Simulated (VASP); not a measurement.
# InSb (F-43m) in VASP: further runs

The runs below take InSb through electric field gradients, density of states, with PBE.

Everything below comes from runs of VASP 6.6.1. Logs are shortened: lines on timing, memory, paths and dates and some standing lists are left out, and cuts for length are marked.

### 1 The cell of the first run

It takes space group F-43m (No. 216, cubic). The conventional cell has a = 6.521 Å, b = 6.521 Å, c = 6.521 Å, α = 90.00°, β = 90.00°, γ = 90.00°. Within 3.7 Å of In (site symmetry -43m) lie 4 Sb at 2.82 Å. Sb (site symmetry -43m) has 4 In at 2.82 Å within 3.7 Å.

### 2 Electric field gradients, PBE (volume scaled by 1.02)

INCAR reads:

```
SYSTEM = InSb
ALGO = Normal
EDIFF = 1E-8
ENCUT = 520
GGA = PE
ISIF = 2
ISMEAR = -1
LASPH = .TRUE.
LCHARG = .FALSE.
LEFG = .TRUE.
LREAL = .FALSE.
LWAVE = .FALSE.
NBANDS = 16
NELM = 60
PREC = Accurate
SIGMA = 0.05
```

KPOINTS reads:

```
k-points
0
G
  9 9 9
  0 0 0
```

POSCAR reads:

```
InSb
1.0
    0.0000000000      3.2605516185      3.2605516185
    3.2605516185      0.0000000000      3.2605516185
    3.2605516185      3.2605516185      0.0000000000
In Sb
1 1
Direct
    0.0000000000      0.0000000000      0.0000000000
    0.7500000000      0.7500000000      0.7500000000
```

Potentials or basis: VASP PAW PBE potentials, release 64 (In_d, Sb).

The run is started by

```
> cat potpaw_PBE.64/In_d/POTCAR potpaw_PBE.64/Sb/POTCAR > POTCAR
> mpirun -np 1 vasp_std > vasp.out
```

OUTCAR:

```text
SYSTEM = InSb
   EDIFF = 1E-8
   ENCUT = 520
   GGA = PE
   ISIF = 2
   ISMEAR = -1
   LASPH = .TRUE.
   LREAL = .FALSE.
   NELM = 60
   PREC = Accurate

 ion  position               nearest neighbor table
   1  0.000  0.000  0.000-   2 2.82   2 2.82   2 2.82   2 2.82
   2  0.750  0.750  0.750-   1 2.82   1 2.82   1 2.82   1 2.82

  LATTYP: Found a face centered cubic cell.
 ALAT       =     6.5211032370

  Lattice vectors:

 A1 = (   0.0000000000,   3.2605516185,   3.2605516185)
 A2 = (   3.2605516185,   0.0000000000,   3.2605516185)
 A3 = (   3.2605516185,   3.2605516185,   0.0000000000)

Analysis of symmetry for initial positions (statically):
=====================================================================
 Subroutine PRICEL returns:
 Original cell was already a primitive cell.

 Routine SETGRP: Setting up the symmetry group for a
 face centered cubic supercell.

 Subroutine GETGRP returns: Found 24 space group operations
 (whereof 24 operations were pure point group operations)
 out of a pool of 48 trial point group operations.

The static configuration has the point symmetry T_d .

Analysis of symmetry for dynamics (positions and initial velocities):
=====================================================================
 Subroutine PRICEL returns:
 Original cell was already a primitive cell.

 Routine SETGRP: Setting up the symmetry group for a
 face centered cubic supercell.

 Subroutine GETGRP returns: Found 24 space group operations
 (whereof 24 operations were pure point group operations)
 out of a pool of 48 trial point group operations.

The dynamic configuration has the point symmetry T_d .

 Subroutine INISYM returns: Found 24 space group operations
 (whereof 24 operations are pure point group operations),
 and found     1 'primitive' translations

----------------------------------------------------------------------------------------

                                     Primitive cell

  volume of cell :      69.3271

  direct lattice vectors                    reciprocal lattice vectors
     0.000000000  3.260551619  3.260551619    -0.153348285  0.153348285  0.153348285
     3.260551619  0.000000000  3.260551619     0.153348285 -0.153348285  0.153348285
     3.260551619  3.260551619  0.000000000     0.153348285  0.153348285 -0.153348285

  length of vectors
     4.611116320  4.611116320  4.611116320     0.265607021  0.265607021  0.265607021

  position of ions in fractional coordinates (direct lattice)
     0.000000000  0.000000000  0.000000000
     0.750000000  0.750000000  0.750000000

  ion indices of the primitive-cell ions
   primitive index   ion index
                 1           1
                 2           2

----------------------------------------------------------------------------------------

 KPOINTS: k-points

Automatic generation of k-mesh.
 Grid dimensions read from file:
 generate k-points for:    9    9    9

 Generating k-lattice:

  Cartesian coordinates                     Fractional coordinates (reciprocal lattice)
    -0.017038698  0.017038698  0.017038698     0.111111111  0.000000000  0.000000000
     0.017038698 -0.017038698  0.017038698     0.000000000  0.111111111  0.000000000
     0.017038698  0.017038698 -0.017038698     0.000000000  0.000000000  0.111111111

  Length of vectors
     0.029511891  0.029511891  0.029511891

  Shift w.r.t. Gamma in fractional coordinates (k-lattice)
     0.000000000  0.000000000  0.000000000

 Subroutine IBZKPT returns following result:
 ===========================================

 Found     35 irreducible k-points:

 Following reciprocal coordinates:
            Coordinates               Weight
  0.000000  0.000000  0.000000      1.000000
  0.111111  0.000000  0.000000      8.000000
  0.222222  0.000000  0.000000      8.000000
  0.333333  0.000000  0.000000      8.000000
  0.444444  0.000000  0.000000      8.000000
  0.111111  0.111111  0.000000      6.000000
[... 16 lines left out ...]
 -0.333333  0.333333  0.000000     12.000000
  0.444444  0.444444  0.000000      6.000000
 [... further k-points ...]
   k-points           NKPTS =     35   k-points in BZ     NKDIM =     35   number of bands    NBANDS=     16
   number of dos      NEDOS =    301   number of ions     NIONS =      2
   total plane-waves  NPLWV =  46656
   dimension x,y,z NGX =    36 NGY =   36 NGZ =   36
   dimension x,y,z NGXF=    72 NGYF=   72 NGZF=   72
   ions per type =               1   1
   NGX,Y,Z   is equivalent  to a cutoff of  12.98, 12.98, 12.98 a.u.
   NGXF,Y,Z  is equivalent  to a cutoff of  25.96, 25.96, 25.96 a.u.
 SYSTEM =  InSb
   PREC   = accura    normal or accurate (medium, high low for compatibility)
   ISTART =      0    job   : 0-new  1-cont  2-samecut
   ICHARG =      2    charge: 1-file 2-atom 10-const
   ISPIN  =      1    spin polarized calculation?
   LNONCOLLINEAR =      F non collinear calculations
   LSORBIT =      F    spin-orbit coupling
   LASPH  =      T    aspherical Exc in radial PAW
   ENCUT  =  520.0 eV  38.22 Ry    6.18 a.u.   8.57  8.57  8.57*2*pi/ulx,y,z
   NELM   =     60;   NELMIN=  2; NELMDL= -5     # of ELM steps
   EDIFF  = 0.1E-07   stopping-criterion for ELM
   LREAL  =      F    real-space projection
   EDIFFG = 0.1E-06   stopping-criterion for IOM
   NSW    =      0    number of steps for IOM
   IBRION =     -1    ionic relax: 0-MD 1-quasi-New 2-CG
   NFREE  =      0    steps in history (QN), initial steepest desc. (CG)
   ISIF   =      2    stress and relaxation
   ISYM   =      2    0-nonsym 1-usesym 2-fastsym
   POTIM  = 0.5000    time-step for ionic-motion
   TEBEG  =    0.0;   TEEND  =   0.0 temperature during run
   PSTRESS=    0.0 pullay stress
   NELECT =      18.0000    total number of electrons
   NUPDOWN=      -1.0000    fix difference up-down
   EMIN   =  10.00;   EMAX   =-10.00  energy-range for DOS
   EFERMI =   0.00;   METHOD = LEGACY
   ISMEAR =    -1;   SIGMA  =   0.05  broadening in eV -4-tet -1-fermi 0-gaus
   EFERMI_NEDOS =   21; number of points for ismear=-14 and -15
   IALGO  =     38    algorithm
   IMIX   =      4    mixing-type and parameters
     AMIX     =   0.40;   BMIX     =  1.00
     AMIX_MAG =   1.60;   BMIX_MAG =  1.00
  volume/ion in A,a.u.               =      34.66       233.92
  Fermi-wavevector in a.u.,A,eV,Ry     =   1.044395  1.973619 14.840690  1.090760
  Thomas-Fermi vector in A             =   2.179145
   LORBIT       =      0    0 simple, 1 ext, 2 COOP (PROOUT), +10 PAW based schemes
   GGA     = PE    functional components
   LHFCALC =     F    Hartree Fock is set to
   AEXX    =    0.0000 exact exchange contribution
   IVDW    =     0    specifies the selected vdW correction
   LEPSILON=     F    determine dielectric tensor
   LRPA    =     F    only Hartree local field effects (RPA)
 non-spin polarized calculation
  energy-cutoff  :      520.00
  volume of cell :       69.33
 maximum number of plane-waves:      1893
   NGX = 17   NGY = 17   NGZ = 17

 number of electron      17.9999994 magnetization

 Free energy of the ion-electron system (eV)
  ---------------------------------------------------
  ext. energy  EPLUGINS =         0.00000000
  ---------------------------------------------------
  free energy    TOTEN  =        -6.92731184 eV

  energy without entropy =       -6.92687290  energy(sigma->0) =       -6.92709237

 E-fermi :   4.9591     XC(G=0):  -8.6023

 val. band max:        4.9022679937   @ k =   0.0000   0.0000   0.0000
 cond. band min:       5.4249748388   @ k =   0.4444   0.0000   0.0000
 fundamental gap:      0.5227068451
 Fermi energy:         4.9590785515

 k-point     1 :       0.0000    0.0000    0.0000
  band No.  band energies     occupation
      1      -9.6632      2.00000
      2      -9.6632      2.00000
      3      -9.6632      2.00000
      4      -9.5834      2.00000
      5      -9.5834      2.00000
      6      -5.6933      2.00000
[... 8 lines left out ...]
     15      13.1429      0.00000
     16      13.1429      0.00000
[... 419 lines left out ...]
 k-point    24 :       0.4444    0.4444    0.0000
  band No.  band energies     occupation
      1      -9.7355      2.00000
      2      -9.6235      2.00000
      3      -9.6235      2.00000
      4      -9.6006      2.00000
      5      -9.5751      2.00000
      6      -3.8995      2.00000
[... 8 lines left out ...]
     15      14.9118      0.00000
     16      15.5340      0.00000

 [... further k-points ...]

------------------------ aborting loop because EDIFF is reached ----------------------------------------

  FORCE on cell =-STRESS in cart. coord.  units (eV):
  Direction    XX          YY          ZZ          XY          YZ          ZX
  --------------------------------------------------------------------------------------
  -------------------------------------------------------------------------------------
  Total        0.9322201      0.9322201      0.9322201      0.0000000     -0.0000000      0.0000000
  in kB       21.5439732     21.5439732     21.5439732      0.0000000     -0.0000000      0.0000000
  external PRESSURE =      21.5439732 kB  Pullay stress =       0.0000000 kB

 VOLUME and BASIS-vectors are now :
 -----------------------------------------------------------------------------
  energy-cutoff  :      520.00
  volume of cell :       69.33
      direct lattice vectors                 reciprocal lattice vectors
     0.000000000  3.260551619  3.260551619    -0.153348285  0.153348285  0.153348285
     3.260551619  0.000000000  3.260551619     0.153348285 -0.153348285  0.153348285
     3.260551619  3.260551619  0.000000000     0.153348285  0.153348285 -0.153348285

 POSITION                                       TOTAL-FORCE (eV/Angst)
 -----------------------------------------------------------------------------------
      0.00000      0.00000      0.00000         0.000000      0.000000      0.000000
      4.89083      4.89083      4.89083        -0.000000     -0.000000     -0.000000
 -----------------------------------------------------------------------------------
    total drift:                                0.000000      0.000000      0.000000

  FREE ENERGIE OF THE ION-ELECTRON SYSTEM (eV)
  ---------------------------------------------------
  free  energy   TOTEN  =        -6.9273118416 eV

  energy  without entropy=       -6.9268729022  energy(sigma->0) =       -6.92709237

 Electric field gradients (V/A^2)
---------------------------------------------------------------------
 ion       V_xx      V_yy      V_zz      V_xy      V_xz      V_yz
---------------------------------------------------------------------
   1      -0.000    -0.000    -0.000     0.002     0.002     0.002
   2       0.000    -0.000    -0.000    -0.000    -0.000    -0.000
---------------------------------------------------------------------

 Electric field gradients after diagonalization (V/A^2)
 (convention: |V_zz| > |V_xx| > |V_yy|)
----------------------------------------------------------------------
 ion       V_xx      V_yy      V_zz     asymmetry (V_yy - V_xx)/ V_zz
----------------------------------------------------------------------
   1      -0.002    -0.002     0.004       0.000
   2       0.000     0.000    -0.000       0.000
----------------------------------------------------------------------

           NMR quadrupolar parameters

 Cq : quadrupolar parameter    Cq=e*Q*V_zz/h
 eta: asymmetry parameters     (V_yy - V_xx)/ V_zz
 Q  : nuclear electric quadrupole moment in mb (millibarn)
----------------------------------------------------------------------
 ion       Cq(MHz)       eta       Q (mb)
----------------------------------------------------------------------
   1       0.000       0.000       1.000
   2      -0.000       0.000       1.000
----------------------------------------------------------------------
```

It took 21 s on 1 thread of Intel Xeon 6975P-C (Granite Rapids), shared host; peak memory 0.22 GiB.

Results:

- Free energy: -6.9273 eV
- Pressure: 2.2 GPa
- Band gap on the k mesh: zero (filled and empty bands touch)

Levels at points of the mesh, in eV from the Fermi level:
| k point | band 5 | band 6 | band 7 | band 8 | band 9 | band 10 | band 11 | band 12 | band 13 | band 14 |
| --- | --- | --- | --- | --- | --- | --- | --- | --- | --- | --- |
| (0.00, 0.00, 0.00) | -14.54 | -10.65 | -0.36 | -0.06 | -0.06 | -0.06 | 2.91 | 2.91 | 2.91 | 5.66 |

Caveat: without QUAD_EFG the Cq values of the log hold for a quadrupole moment of 1 mb, not for the nuclei; spin-orbit coupling is left out, which moves the levels of the heavy elements.

### 3 Electric field gradients, PBE (volume scaled by 1.04)

INCAR reads:

```
SYSTEM = InSb
PREC     = Accurate       ! precision mode
ENCUT    = 520            ! plane-wave cutoff, eV
EDIFF    = 1E-8           ! SCF threshold, eV
ISMEAR   = -1             ! smearing method
SIGMA    = 0.05           ! smearing width, eV
LREAL    = .FALSE.        ! projectors in reciprocal space
LASPH    = .TRUE.         ! aspherical terms in the spheres
NELM     = 60             ! most SCF steps
ALGO     = Normal         ! electronic algorithm
ISIF     = 2              ! what is computed and relaxed
LWAVE    = .FALSE.        ! write WAVECAR
LCHARG   = .FALSE.        ! write CHGCAR
GGA      = PE             ! functional
LEFG     = .TRUE.       
NBANDS   = 16             ! bands
```

KPOINTS reads:

```
regular mesh
0
G
  9 9 9
  0 0 0
```

POSCAR reads:

```
InSb
1.0
    0.0000000000      3.2817246249      3.2817246249
    3.2817246249      0.0000000000      3.2817246249
    3.2817246249      3.2817246249      0.0000000000
In Sb
1 1
Direct
    0.0000000000      0.0000000000      0.0000000000
    0.7500000000      0.7500000000      0.7500000000
```

Potentials or basis: VASP PAW PBE potentials, release 64 (In_d, Sb).

The run is started by

```
> cat potpaw_PBE.64/In_d/POTCAR potpaw_PBE.64/Sb/POTCAR > POTCAR
> mpirun -np 1 vasp_std > vasp.out
```

OUTCAR:

```text
SYSTEM = InSb
   PREC = Accurate
   ENCUT = 520
   EDIFF = 1E-8
   ISMEAR = -1
   LREAL = .FALSE.
   LASPH = .TRUE.
   NELM = 60
   ISIF = 2
   GGA = PE

 ion  position               nearest neighbor table
   1  0.000  0.000  0.000-   2 2.84   2 2.84   2 2.84   2 2.84
   2  0.750  0.750  0.750-   1 2.84   1 2.84   1 2.84   1 2.84

  LATTYP: Found a face centered cubic cell.
 ALAT       =     6.5634492498

  Lattice vectors:

 A1 = (   0.0000000000,   3.2817246249,   3.2817246249)
 A2 = (   3.2817246249,   0.0000000000,   3.2817246249)
[... 667 lines left out ...]
  ---------------------------------------------------
  free  energy   TOTEN  =        -6.9420281490 eV

  energy  without entropy=       -6.9415782632  energy(sigma->0) =       -6.94180321

 Electric field gradients (V/A^2)
---------------------------------------------------------------------
 ion       V_xx      V_yy      V_zz      V_xy      V_xz      V_yz
---------------------------------------------------------------------
   1       0.000    -0.000     0.000     0.002     0.002     0.002
   2      -0.000    -0.000     0.000    -0.000    -0.000    -0.000
---------------------------------------------------------------------

 Electric field gradients after diagonalization (V/A^2)
 (convention: |V_zz| > |V_xx| > |V_yy|)
----------------------------------------------------------------------
 ion       V_xx      V_yy      V_zz     asymmetry (V_yy - V_xx)/ V_zz
----------------------------------------------------------------------
   1      -0.002    -0.002     0.004       0.000
   2       0.000     0.000    -0.000       0.000
----------------------------------------------------------------------

           NMR quadrupolar parameters

 Cq : quadrupolar parameter    Cq=e*Q*V_zz/h
 eta: asymmetry parameters     (V_yy - V_xx)/ V_zz
 Q  : nuclear electric quadrupole moment in mb (millibarn)
----------------------------------------------------------------------
 ion       Cq(MHz)       eta       Q (mb)
----------------------------------------------------------------------
   1       0.000       0.000       1.000
   2      -0.000       0.000       1.000
----------------------------------------------------------------------
```

OSZICAR:

```text
N       E                     dE             d eps       ncg     rms          rms(c)
DAV:   1     0.114374623623E+03    0.11437E+03   -0.79115E+03  1120   0.111E+03
DAV:   2     0.419415029656E+00   -0.11396E+03   -0.11031E+03  1256   0.284E+02
DAV:   3    -0.682840317950E+01   -0.72478E+01   -0.72257E+01  1416   0.725E+01
DAV:   4    -0.703321468444E+01   -0.20481E+00   -0.20474E+00  1456   0.140E+01
DAV:   5    -0.704481589636E+01   -0.11601E-01   -0.11601E-01  1672   0.271E+00    0.392E+00
DAV:   6    -0.695190701468E+01    0.92909E-01   -0.15151E-01  1640   0.574E+00    0.228E+00
DAV:   7    -0.694017714157E+01    0.11730E-01   -0.64372E-02  1480   0.231E+00    0.601E-01
DAV:   8    -0.694127721599E+01   -0.11001E-02   -0.72897E-03  1456   0.961E-01    0.236E-01
DAV:   9    -0.694193690903E+01   -0.65969E-03   -0.93569E-04  1368   0.256E-01    0.731E-02
DAV:  10    -0.694198277614E+01   -0.45867E-04   -0.47885E-05  1568   0.456E-02    0.362E-02
DAV:  11    -0.694202642683E+01   -0.43651E-04   -0.79212E-05  1304   0.561E-02    0.239E-02
DAV:  12    -0.694202778471E+01   -0.13579E-05   -0.12935E-06  1392   0.743E-03    0.675E-03
DAV:  13    -0.694202835147E+01   -0.56676E-06   -0.14938E-06  1328   0.796E-03    0.383E-03
DAV:  14    -0.694202814450E+01    0.20697E-06   -0.53580E-08  1616   0.123E-03    0.121E-03
DAV:  15    -0.694202814904E+01   -0.45447E-08   -0.93180E-09  1064   0.574E-04
   1 F= -.69420281E+01 E0= -.69418032E+01  d E =-.449886E-03
```

stdout:

```text
POSCAR found type information on POSCAR InSb
 POSCAR found :  2 types and       2 ions
 scaLAPACK will be used
 LDA part: xc-table for (Slater+PW92), standard interpolation
 POSCAR, INCAR and KPOINTS ok, starting setup
 FFT: planning ... GRIDC
 FFT: planning ... GRID_SOFT
 FFT: planning ... GRID
 WAVECAR not read
 entering main loop
ion   1

ion   2
```

Wall time 18 s (1 thread of Intel Xeon 6975P-C (Granite Rapids), shared host); peak memory 0.22 GiB.

What came out:

* Free energy: -6.9420 eV
* Pressure: 1.3 GPa
* Band gap on the k mesh: zero (filled and empty bands touch)

Levels at points of the mesh, in eV from the Fermi level:
| k point | band 7 | band 8 | band 9 | band 10 | band 11 | band 12 |
| --- | --- | --- | --- | --- | --- | --- |
| (0.00, 0.00, 0.00) | -0.47 | -0.06 | -0.06 | -0.06 | 2.91 | 2.91 |

Caveat: without QUAD_EFG the Cq values of the log hold for a quadrupole moment of 1 mb, not for the nuclei; spin-orbit coupling is left out, which moves the levels of the heavy elements.

[end of part 1 of 2]
